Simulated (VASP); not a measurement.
Input of a VASP 6.6.1 run:

The input INCAR:

```
  PREC = Accurate
  ENCUT = 600
  EDIFF = 1E-6
  ISMEAR = 0
  SIGMA = 0.01
  LREAL = F
  LASPH = T
  NELM = 120
  ALGO = Normal
  ISIF = 2
  LWAVE = F
  LCHARG = F
  GGA = B5
  ALDAX = 1.0
  AGGAX = 1.0
  AGGAC = 1.0
  ALDAC = 0.0
  NBANDS = 19
  GGA_COMPAT = F
```

KPOINTS

```
regular mesh
0
Gamma
  6 6 6
```

The input POSCAR:

```
BaF2
1.0
    0.0000000000      3.1000500000      3.1000500000
    3.1000500000      0.0000000000      3.1000500000
    3.1000500000      3.1000500000      0.0000000000
Ba F
1 2
Direct
    0.0000000000      0.0000000000      0.0000000000
    0.2500000000      0.2500000000      0.2500000000
    0.7500000000      0.7500000000      0.7500000000
```

Potentials or basis: VASP PAW PBE potentials, release 64 (Ba_sv, F).

The run is started by

```console
$ cat potpaw_PBE.64/Ba_sv/POTCAR potpaw_PBE.64/F/POTCAR > POTCAR
$ mpirun -np 1 vasp_std > vasp.out
```

**Question.** Predict the band gap on the k mesh.

**Answer.** 6.86 eV, indirect (least direct gap 6.93 eV).

**Question.** Predict the pressure.

**Answer.** 4.3 GPa.

Caveat: the PAW data sets were made with another functional, which shifts forces and pressure a little; spin-orbit coupling is left out, which moves the levels of the heavy elements. A hybrid or GW would open this gap; BLYP tends to underestimate it.
